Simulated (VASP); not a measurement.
Here is a VASP 6.6.1 calculation.

INCAR

```
SYSTEM = P
  PREC = Accurate
  ENCUT = 520
  EDIFF = 1E-6
  ISMEAR = 0
  SIGMA = 0.15
  LREAL = .FALSE.
  LASPH = .TRUE.
  NELM = 100
  ALGO = Normal
  ISIF = 2
  LWAVE = .FALSE.
  LCHARG = .FALSE.
  GGA = PS
  NBANDS = 12
```

KPOINTS

```
Automatic mesh
0
G
  18 18 18
  0 0 0
```

Contents of POSCAR:

```
P
1.0
    1.8589810945      1.0732832353      2.6970764747
   -1.8589810945      1.0732832353      2.6970764747
    0.0000000000     -2.1465664706      2.6970764747
P
2
Direct
    0.2270802500      0.2270802500      0.2270802500
    0.7729197500      0.7729197500      0.7729197500
```

Potentials or basis: VASP PAW PBE potentials, release 64 (P).

Run with:

```console
$ cat potpaw_PBE.64/P/POTCAR > POTCAR
$ mpirun -np 1 vasp_std > vasp.out
```

(1) Estimate the largest force.

(2) What does it give for the band gap on the k mesh?

(3) What does it give for the pressure?

Results:

(1) 0.595 eV/Å.

(2) zero (band 5 reaches 8.55 eV, above the bottom of band 6 at 7.22 eV).

(3) -7.0 GPa.

Caveat: the PAW data sets were made with another functional, which shifts forces and pressure a little.
